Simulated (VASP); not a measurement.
# ZnO (Pm-3m) in VASP: notebook

ZnO is run at these levels: r2SCAN, PBE; tasks: single point.

Everything below comes from runs of VASP 6.6.1. Logs are shortened: lines on timing, memory, paths and dates and some standing lists are left out, and cuts for length are marked.

## (1) The cell of the first run

The structure is cubic, space group Pm-3m (No. 221). The conventional cell has a = 2.698 Å, b = 2.698 Å, c = 2.698 Å, α = 90.00°, β = 90.00°, γ = 90.00°. Zn (site symmetry m-3m) has 8 O at 2.34 Å and 6 Zn at 2.70 Å within 3.1 Å. O (site symmetry m-3m) has 8 Zn at 2.34 Å and 6 O at 2.70 Å within 3.1 Å.

## (2) Single point, r2SCAN (volume changed by +6%)

POSCAR

```
ZnO
1.0
    2.6980698408      0.0000000000      0.0000000000
    0.0000000000      2.6980698408      0.0000000000
    0.0000000000      0.0000000000      2.6980698408
Zn O
1 1
Direct
    0.0000000000      0.0000000000      0.0000000000
    0.5000000000      0.5000000000      0.5000000000
```

INCAR.step1

```
ALGO = Normal
EDIFF = 1E-4
ENCUT = 520
GGA = PE
ISMEAR = -1
LASPH = T
LCHARG = F
LREAL = F
LWAVE = T
NBANDS = 16
NELM = 100
PREC = Accurate
SIGMA = 0.02
```

INCAR.step2

```
ALGO = Normal
EDIFF = 1E-6
ENCUT = 520
ISIF = 2
ISMEAR = -1
ISTART = 1
LASPH = T
LCHARG = F
LMIXTAU = T
LREAL = F
LWAVE = F
METAGGA = R2SCAN
NBANDS = 16
NELM = 100
PREC = Accurate
SIGMA = 0.02
```

KPOINTS

```
k-points
0
Gamma
  8 8 8
```

Potentials or basis: VASP PAW PBE potentials, release 64 (Zn, O).

The run is started by

```
$ cat potpaw_PBE.64/Zn/POTCAR potpaw_PBE.64/O/POTCAR > POTCAR
$ cp INCAR.step1 INCAR
$ mpirun -np 1 vasp_std > vasp.out
$ cp INCAR.step2 INCAR
$ mpirun -np 1 vasp_std > vasp.out
```

OUTCAR:

```text
EDIFF = 1E-6
   ENCUT = 520
   ISIF = 2
   ISMEAR = -1
   ISTART = 1
   LASPH = T
   LREAL = F
   METAGGA = R2SCAN
   NELM = 100
   PREC = Accurate

 ion  position               nearest neighbor table
   1  0.000  0.000  0.000-   2 2.34   2 2.34   2 2.34   2 2.34   2 2.34   2 2.34   2 2.34   2 2.34

   2  0.500  0.500  0.500-   1 2.34   1 2.34   1 2.34   1 2.34   1 2.34   1 2.34   1 2.34   1 2.34

  LATTYP: Found a simple cubic cell.
 ALAT       =     2.6980698408

  Lattice vectors:

 A1 = (   2.6980698408,   0.0000000000,   0.0000000000)
 A2 = (   0.0000000000,   2.6980698408,   0.0000000000)
 A3 = (   0.0000000000,   0.0000000000,   2.6980698408)

Analysis of symmetry for initial positions (statically):
=====================================================================
 Subroutine PRICEL returns:
 Original cell was already a primitive cell.

 Routine SETGRP: Setting up the symmetry group for a
 simple cubic supercell.

 Subroutine GETGRP returns: Found 48 space group operations
 (whereof 48 operations were pure point group operations)
 out of a pool of 48 trial point group operations.

The static configuration has the point symmetry O_h .

Analysis of symmetry for dynamics (positions and initial velocities):
=====================================================================
 Subroutine PRICEL returns:
 Original cell was already a primitive cell.

 Routine SETGRP: Setting up the symmetry group for a
 simple cubic supercell.

 Subroutine GETGRP returns: Found 48 space group operations
 (whereof 48 operations were pure point group operations)
 out of a pool of 48 trial point group operations.

The dynamic configuration has the point symmetry O_h .

 Subroutine INISYM returns: Found 48 space group operations
 (whereof 48 operations are pure point group operations),
 and found     1 'primitive' translations

----------------------------------------------------------------------------------------

                                     Primitive cell

  volume of cell :      19.6408

  direct lattice vectors                    reciprocal lattice vectors
     2.698069841  0.000000000  0.000000000     0.370635328  0.000000000  0.000000000
     0.000000000  2.698069841  0.000000000     0.000000000  0.370635328  0.000000000
     0.000000000  0.000000000  2.698069841     0.000000000  0.000000000  0.370635328

  length of vectors
     2.698069841  2.698069841  2.698069841     0.370635328  0.370635328  0.370635328

  position of ions in fractional coordinates (direct lattice)
     0.000000000  0.000000000  0.000000000
     0.500000000  0.500000000  0.500000000

  ion indices of the primitive-cell ions
   primitive index   ion index
                 1           1
                 2           2

----------------------------------------------------------------------------------------

 KPOINTS: k-points

Automatic generation of k-mesh.
 Grid dimensions read from file:
 generate k-points for:    8    8    8

 Generating k-lattice:

  Cartesian coordinates                     Fractional coordinates (reciprocal lattice)
     0.046329416  0.000000000  0.000000000     0.125000000  0.000000000  0.000000000
     0.000000000  0.046329416  0.000000000     0.000000000  0.125000000  0.000000000
     0.000000000  0.000000000  0.046329416     0.000000000  0.000000000  0.125000000

  Length of vectors
     0.046329416  0.046329416  0.046329416

  Shift w.r.t. Gamma in fractional coordinates (k-lattice)
     0.000000000  0.000000000  0.000000000

 Subroutine IBZKPT returns following result:
 ===========================================

 Found     35 irreducible k-points:

 Following reciprocal coordinates:
            Coordinates               Weight
  0.000000  0.000000  0.000000      1.000000
  0.125000  0.000000  0.000000      6.000000
  0.250000  0.000000  0.000000      6.000000
  0.375000  0.000000  0.000000      6.000000
  0.500000  0.000000  0.000000      3.000000
  0.125000  0.125000  0.000000     12.000000
[... 16 lines left out ...]
  0.375000  0.375000  0.125000     24.000000
  0.500000  0.375000  0.125000     24.000000
 [... further k-points ...]
   k-points           NKPTS =     35   k-points in BZ     NKDIM =     35   number of bands    NBANDS=     16
   number of dos      NEDOS =    301   number of ions     NIONS =      2
   total plane-waves  NPLWV =   8000
   dimension x,y,z NGX =    20 NGY =   20 NGZ =   20
   dimension x,y,z NGXF=    40 NGYF=   40 NGZF=   40
   ions per type =               1   1
   NGX,Y,Z   is equivalent  to a cutoff of  12.32, 12.32, 12.32 a.u.
   NGXF,Y,Z  is equivalent  to a cutoff of  24.65, 24.65, 24.65 a.u.
 SYSTEM =  unknown system
   PREC   = accura    normal or accurate (medium, high low for compatibility)
   ISTART =      1    job   : 0-new  1-cont  2-samecut
   ICHARG =      0    charge: 1-file 2-atom 10-const
   ISPIN  =      1    spin polarized calculation?
   LNONCOLLINEAR =      F non collinear calculations
   LSORBIT =      F    spin-orbit coupling
   LASPH  =      T    aspherical Exc in radial PAW
   ENCUT  =  520.0 eV  38.22 Ry    6.18 a.u.   5.02  5.02  5.02*2*pi/ulx,y,z
   NELM   =    100;   NELMIN=  2; NELMDL=  0     # of ELM steps
   EDIFF  = 0.1E-05   stopping-criterion for ELM
   LREAL  =      F    real-space projection
   EDIFFG = 0.1E-04   stopping-criterion for IOM
   NSW    =      0    number of steps for IOM
   IBRION =     -1    ionic relax: 0-MD 1-quasi-New 2-CG
   NFREE  =      0    steps in history (QN), initial steepest desc. (CG)
   ISIF   =      2    stress and relaxation
   ISYM   =      2    0-nonsym 1-usesym 2-fastsym
   POTIM  = 0.5000    time-step for ionic-motion
   TEBEG  =    0.0;   TEEND  =   0.0 temperature during run
   PSTRESS=    0.0 pullay stress
   NELECT =      18.0000    total number of electrons
   NUPDOWN=      -1.0000    fix difference up-down
   EMIN   =  10.00;   EMAX   =-10.00  energy-range for DOS
   EFERMI =   0.00;   METHOD = LEGACY
   ISMEAR =    -1;   SIGMA  =   0.02  broadening in eV -4-tet -1-fermi 0-gaus
   EFERMI_NEDOS =   21; number of points for ismear=-14 and -15
   IALGO  =     38    algorithm
   IMIX   =      4    mixing-type and parameters
     AMIX     =   0.40;   BMIX     =  1.00
     AMIX_MAG =   1.60;   BMIX_MAG =  1.00
  volume/ion in A,a.u.               =       9.82        66.27
  Fermi-wavevector in a.u.,A,eV,Ry     =   1.590178  3.005001 34.404602  2.528667
  Thomas-Fermi vector in A             =   2.688913
   LORBIT       =      0    0 simple, 1 ext, 2 COOP (PROOUT), +10 PAW based schemes
   METAGGA = R2SCAN    functional components
   LHFCALC =     F    Hartree Fock is set to
   AEXX    =    0.0000 exact exchange contribution
   IVDW    =     0    specifies the selected vdW correction
   LEPSILON=     F    determine dielectric tensor
   LRPA    =     F    only Hartree local field effects (RPA)
 non-spin polarized calculation
  energy-cutoff  :      520.00
  volume of cell :       19.64
 maximum number of plane-waves:       552
   NGX = 11   NGY = 11   NGZ = 11

 number of electron      18.0000013 magnetization

 Free energy of the ion-electron system (eV)
  ---------------------------------------------------
  ext. energy  EPLUGINS =         0.00000000
  ---------------------------------------------------
  free energy    TOTEN  =       -16.65273341 eV

  energy without entropy =      -16.65241741  energy(sigma->0) =      -16.65257541

 E-fermi :   2.7589     XC(G=0): -13.1861

 val. band max:        2.7107418503   @ k =   0.5000   0.0000   0.0000
 cond. band min:       3.8299255641   @ k =   0.1250   0.0000   0.0000
 fundamental gap:      1.1191837138
 Fermi energy:         2.7588513135

 k-point     1 :       0.0000    0.0000    0.0000
  band No.  band energies     occupation
      1     -16.5916      2.00000
      2      -3.8563      2.00000
      3      -3.8563      2.00000
      4      -2.8449      2.00000
      5      -2.8449      2.00000
      6      -2.8449      2.00000
[... 8 lines left out ...]
     15      21.0484      0.00000
     16      35.4937      0.00000

 k-point     2 :       0.1250    0.0000    0.0000
  band No.  band energies     occupation
      1     -16.4464      2.00000
      2      -3.8384      2.00000
      3      -3.8348      2.00000
      4      -2.9406      2.00000
      5      -2.9406      2.00000
      6      -2.8401      2.00000
[... 8 lines left out ...]
     15      22.4846      0.00000
     16      31.8211      0.00000

 k-point     3 :       0.2500    0.0000    0.0000
  band No.  band energies     occupation
      1     -16.0670      2.00000
      2      -4.0403      2.00000
      3      -3.7949      2.00000
      4      -3.1508      2.00000
      5      -3.1508      2.00000
      6      -2.8283      2.00000
[... 8 lines left out ...]
     15      25.4918      0.00000
     16      27.9120      0.00000

 k-point     4 :       0.3750    0.0000    0.0000
  band No.  band energies     occupation
      1     -15.6353      2.00000
      2      -4.7927      2.00000
      3      -3.7512      2.00000
      4      -3.3383      2.00000
      5      -3.3383      2.00000
      6      -2.8164      2.00000
[... 8 lines left out ...]
     15      24.7622      0.00000
     16      29.1583      0.00000
[... 324 lines left out ...]
 k-point    22 :       0.5000    0.2500    0.1250
  band No.  band energies     occupation
      1     -15.0148      2.00000
      2      -4.2157      2.00000
      3      -3.6578      2.00000
      4      -3.4232      2.00000
      5      -3.0754      2.00000
      6      -2.9875      2.00000
[... 8 lines left out ...]
     15      25.4546      0.00000
     16      29.8488      0.00000

 k-point    23 :       0.3750    0.3750    0.1250
  band No.  band energies     occupation
      1     -14.8844      2.00000
      2      -3.8644      2.00000
      3      -3.5006      2.00000
      4      -3.3935      2.00000
      5      -3.0347      2.00000
      6      -2.8863      2.00000
[... 8 lines left out ...]
     15      25.8146      0.00000
     16      27.8462      0.00000

 k-point    24 :       0.5000    0.3750    0.1250
  band No.  band energies     occupation
      1     -14.7587      2.00000
      2      -3.7350      2.00000
      3      -3.6411      2.00000
      4      -3.3550      2.00000
      5      -3.0875      2.00000
      6      -2.7964      2.00000
[... 8 lines left out ...]
     15      25.5893      0.00000
     16      27.0367      0.00000

 [... further k-points ...]

------------------------ aborting loop because EDIFF is reached ----------------------------------------

  FORCE on cell =-STRESS in cart. coord.  units (eV):
  Direction    XX          YY          ZZ          XY          YZ          ZX
  --------------------------------------------------------------------------------------
  -------------------------------------------------------------------------------------
  Total       -1.0754952     -1.0754952     -1.0754952      0.0000000      0.0000000      0.0000000
  in kB      -87.7322925    -87.7322925    -87.7322925      0.0000000      0.0000000      0.0000000
  external PRESSURE =     -87.7322925 kB  Pullay stress =       0.0000000 kB

 VOLUME and BASIS-vectors are now :
 -----------------------------------------------------------------------------
  energy-cutoff  :      520.00
  volume of cell :       19.64
      direct lattice vectors                 reciprocal lattice vectors
     2.698069841  0.000000000  0.000000000     0.370635328  0.000000000  0.000000000
     0.000000000  2.698069841  0.000000000     0.000000000  0.370635328  0.000000000
     0.000000000  0.000000000  2.698069841     0.000000000  0.000000000  0.370635328

 POSITION                                       TOTAL-FORCE (eV/Angst)
 -----------------------------------------------------------------------------------
      0.00000      0.00000      0.00000         0.000000      0.000000      0.000000
      1.34903      1.34903      1.34903         0.000000      0.000000      0.000000
 -----------------------------------------------------------------------------------
    total drift:                                0.000000      0.000000      0.000000

  FREE ENERGIE OF THE ION-ELECTRON SYSTEM (eV)
  ---------------------------------------------------
  free  energy   TOTEN  =       -16.6527334059 eV

  energy  without entropy=      -16.6524174149  energy(sigma->0) =      -16.65257541
```

Wall time 29 s (1 thread of Intel Xeon 6975P-C, shared host); peak memory 0.13 GiB.

What came out:

```
Free energy            : -16.6527 eV
Pressure               : -8.8 GPa
Band gap on the k mesh : zero (band 9 reaches 2.71 eV, above the bottom of band 10 at 2.33 eV)
```

Levels at points of the mesh, in eV from the Fermi level:
```tsv
k point	band 5	band 6	band 7	band 8	band 9	band 10	band 11	band 12	band 13	band 14
(0.00, 0.00, 0.00)	-5.60	-5.60	-1.23	-1.23	-1.23	-0.42	14.82	14.82	18.29	18.29
(0.50, 0.00, 0.00)	-6.17	-5.57	-4.69	-0.05	-0.05	5.70	7.00	16.38	16.38	18.15
(0.50, 0.50, 0.00)	-5.81	-5.35	-4.83	-4.83	-0.18	3.09	10.82	10.82	16.48	21.82
(0.50, 0.50, 0.50)	-5.33	-5.33	-1.52	-1.52	-1.52	6.16	6.16	6.16	9.90	21.78
```

Caveat: the PAW data sets were made with another functional, which shifts forces and pressure a little.

## (3) Single point, PBE (volume changed by -6%)

INCAR

```
SYSTEM = ZnO
ALGO = Normal
EDIFF = 1E-6
ENCUT = 910
GGA = PE
GGA_COMPAT = .FALSE.
ISIF = 2
ISMEAR = -1
LASPH = .TRUE.
LCHARG = .FALSE.
LREAL = .FALSE.
LWAVE = .FALSE.
NBANDS = 16
NELM = 120
PREC = Accurate
SIGMA = 0.02
```

KPOINTS

```
k-points
0
G
  8 8 8
  0 0 0
```

POSCAR

```
ZnO
1.0
    2.6330711518      0.0000000000      0.0000000000
    0.0000000000      2.6330711518      0.0000000000
    0.0000000000      0.0000000000      2.6330711518
Zn O
1 1
Direct
    0.0000000000      0.0000000000      0.0000000000
    0.5000000000      0.5000000000      0.5000000000
```

Potentials or basis: VASP PAW PBE potentials, release 64 (Zn, O_h).

The run is started by

```
$ cat potpaw_PBE.64/Zn/POTCAR potpaw_PBE.64/O_h/POTCAR > POTCAR
$ mpirun -np 1 vasp_std > vasp.out
```

Wall time 18 s (1 thread of Intel Xeon Platinum 8488C (Sapphire Rapids), shared host); peak memory 0.16 GiB.

The run converged. Its results:

```
Free energy            : -7.4523 eV
Pressure               : 12.0 GPa
Band gap on the k mesh : zero (band 9 reaches 4.15 eV, above the bottom of band 10 at 3.63 eV)
```

Levels at points of the mesh, in eV from the Fermi level:
| k point | band 5 | band 6 | band 7 | band 8 | band 9 | band 10 | band 11 | band 12 | band 13 | band 14 |
| --- | --- | --- | --- | --- | --- | --- | --- | --- | --- | --- |
| (0.00, 0.00, 0.00) | -5.40 | -5.40 | -1.38 | -1.38 | -1.38 | -0.56 | 14.40 | 14.40 | 18.17 | 18.17 |
| (0.50, 0.00, 0.00) | -6.09 | -5.36 | -4.56 | -0.04 | -0.04 | 5.33 | 6.94 | 16.14 | 16.14 | 17.41 |
| (0.50, 0.50, 0.00) | -5.60 | -5.29 | -5.29 | -5.12 | -0.25 | 2.79 | 10.50 | 10.50 | 16.24 | 21.98 |
| (0.50, 0.50, 0.50) | -5.10 | -5.10 | -1.45 | -1.45 | -1.45 | 5.52 | 5.52 | 5.52 | 10.07 | 21.51 |

Caveat: the cutoff is under 1.25 times the usual one of these potentials, so pressure, stress and relaxed cells hold a basis-set (Pulay) error.

(Continued in part 2 of 2.)
